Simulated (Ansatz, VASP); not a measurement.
## Two plane-wave programs on WSe2

INCAR

```
  ALGO = Normal
  EDIFF = 1E-6
  ENCUT = 520
  GGA = PE
  ISIF = 2
  ISMEAR = 0
  IVDW = 12
  LASPH = True
  LCHARG = False
  LREAL = False
  LWAVE = False
  NBANDS = 20
  NELM = 100
  PREC = Accurate
  SIGMA = 0.05
```

The input KPOINTS:

```
k-points
0
Gamma
  9 9 4
```

Contents of POSCAR:

```
WSe2
1.0
    3.1893814957      0.0000000000      0.0000000000
   -1.5946907479      2.7620853977      0.0000000000
    0.0000000000      0.0000000000      7.4047870187
W Se
1 2
Direct
    0.0000000000      0.0000000000      0.0000000000
    0.3333333333      0.6666666667      0.2405528385
    0.3333333333      0.6666666667      0.7594471615
```

Input for Ansatz:

```yaml
crystal:
  lattice:
    - [3.1893814957, 0.0, 0.0]
    - [-1.5946907479, 2.7620853977, 0.0]
    - [0.0, 0.0, 7.4047870187]
  atoms:
    - { symbol: W, position: [0.0, 0.0, 0.0] }
    - { symbol: Se, position: [0.3333333333, 0.6666666667, 0.2405528385] }
    - { symbol: Se, position: [0.3333333333, 0.6666666667, 0.7594471615] }
basis:
  ecutwfc: 420
kpoints:
  mp_grid: { grid: [9, 9, 4] }
hamiltonian:
  xc: pbe
  pseudopotentials: { kind: paw, azcp: { folder: soft_1 } }
  dispersion: d3bj
scf:
  occupations: { method: gaussian, width: 0.05 }
output:
  forces: true
  stress: true
  eigenvalues: true
```

Alike in both runs: task single point; functional PBE; dispersion D3(BJ); k mesh 9 × 9 × 4; occupations gaussian, width 0.05 eV; no spin polarisation.

|  | VASP | Ansatz |
| --- | --- | --- |
| version | VASP 6.6.1 | Ansatz 0.2.0 |
| potentials or method | VASP PAW PBE potentials, release 64 (W_sv, Se), cutoff 520 eV | scalar-relativistic, plane waves, PAW |
| valence electrons in the cell | 26 | 46 |

|  | VASP | Ansatz | Ansatz less VASP |
| --- | --- | --- | --- |
| gap on the k mesh at the Fermi level (eV) | 1.06 | 1.06 | -0.001 |
| least direct gap on the mesh (eV) | 1.84 | 1.84 | 0.000 |
| pressure (GPa) | -0.8 | -1.1 | -0.28 |
| traceless stress, the component that is largest in VASP (GPa) | -8.39 | -8.47 | -0.080 |
| rms of the force components (eV/Å) | 0.418 | 0.439 | +0.0205 |

Atom by atom the forces differ by 0.021 eV/Å (rms over components). VASP's potentials hold 26 valence electrons a cell and Ansatz's 46, so a difference there can come from the potentials and not from the codes.

Neither program's run includes spin-orbit coupling.
